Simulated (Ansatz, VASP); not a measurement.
# PbO2: VASP beside Ansatz

```
Pb O
1.0
     1.72291    0.99472    4.45594
    -1.72291    0.99472    4.45594
     0.00000   -1.98944    4.45594
Pb O
1 2
Direct
  0.00000 0.00000 0.00000
  0.25576 0.25576 0.25576
  0.74424 0.74424 0.74424
```

Change from the starting cell: ordered vacancies on the cation sites of rock salt (R-3m, No. 166).

Alike in both runs: functional PBE; k mesh 12 × 12 × 12; occupations gaussian, width 0.01 eV; no spin polarisation.

Ansatz relaxed the structure, and its values are those at the end. VASP's run is a single point on that final structure, the one shown.

```csv
,VASP,Ansatz
version,VASP 6.6.1,Ansatz 0.2.0
potentials or method,"VASP PAW PBE potentials, release 64 (Pb_d, O), cutoff 520 eV","scalar-relativistic, plane waves, PAW"
valence electrons in the cell,26,26
```

|  | VASP | Ansatz | Ansatz less VASP |
| --- | --- | --- | --- |
| gap on the k mesh at the Fermi level (eV) | 0.12 | 0.14 | +0.022 |
| least direct gap on the mesh (eV) | 0.18 | 0.20 | +0.022 |
| pressure (GPa) | 0.3 | 0.0 | -0.27 |
| rms of the force components (eV/Å) | 0.015 | 0.000 | -0.0153 |

Neither program's run includes spin-orbit coupling.
